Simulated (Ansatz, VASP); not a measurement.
**Br: VASP beside Ansatz**

```
CELL_PARAMETERS angstrom
0.00000 2.38118 2.38118
2.38118 0.00000 2.38118
2.38118 2.38118 0.00000
ATOMIC_POSITIONS crystal
Br 0.00000 0.00000 0.00000
```

Change from the starting cell: volume scaled by 1.025.

Alike in both runs: task single point; functional PBE; k mesh 16 × 16 × 16; occupations fermi-dirac, width 0.03 eV; no spin polarisation.

```csv
,VASP,Ansatz
version,VASP 6.6.1,Ansatz 0.2.0
potentials or method,"VASP PAW PBE potentials, release 64 (Br), cutoff 520 eV","all-electron LAPW, scalar-relativistic"
```

```csv
,VASP,Ansatz,Ansatz less VASP
pressure (GPa),-0.7,-0.7,-0.01
```

Ansatz ran all-electron here, and VASP with PAW potentials.
